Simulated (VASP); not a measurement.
SiC, 8 atoms in the cell. It takes space group Cm (No. 8, monoclinic). The conventional cell has a = 5.326 Å, b = 3.075 Å, c = 10.135 Å, α = 90.00°, β = 95.03°, γ = 90.00°. Si (site symmetry m) has 4 C at 1.88 to 2.09 Å within 2.5 Å. Si (site symmetry m) has 4 C at 1.88 to 1.90 Å within 2.5 Å. Si (site symmetry m) has 4 C at 1.88 to 1.90 Å within 2.5 Å. Within 2.5 Å of Si (site symmetry m) lie 4 C at 1.88 to 1.90 Å. Within 2.5 Å of C (site symmetry m) lie 4 Si at 1.88 to 2.09 Å. C (site symmetry m) has 4 Si at 1.88 to 1.90 Å within 2.5 Å. C (site symmetry m) has 4 Si at 1.88 to 1.90 Å within 2.5 Å. C (site symmetry m) has 4 Si at 1.88 to 1.90 Å within 2.5 Å.  This cell differs from its parent crystal: the part above a cut slid along it.

```yaml
Program: VASP 6.6.1
Task: single point
Functional: r2SCAN
Potentials_or_basis: VASP PAW PBE potentials, release 64 (Si, C)
Cutoff: 520 eV
k_mesh: 8 × 8 × 3
Occupations: gaussian, width 0.05 eV
Spin: no spin polarisation
Dipole_correction: no
Further_INCAR_settings: ALGO = Normal; EDIFF = 1e-06; NBANDS = 26
```

Potentials or basis: VASP PAW PBE potentials, release 64 (Si, C).

Run with:

```console
$ cat potpaw_PBE.64/Si/POTCAR potpaw_PBE.64/C/POTCAR > POTCAR
$ cp INCAR.step1 INCAR
$ mpirun -np 1 vasp_std > vasp.out
$ cp INCAR.step2 INCAR
$ mpirun -np 1 vasp_std > vasp.out
```

Hardware: 1 thread of AMD EPYC 7R13, on a shared host.

Question: Estimate the wall time of this run.

Answer: Run time: 5.3 min on 1 thread of AMD EPYC 7R13, on a shared host, peak memory 0.27 GiB. Counts: k points 57.
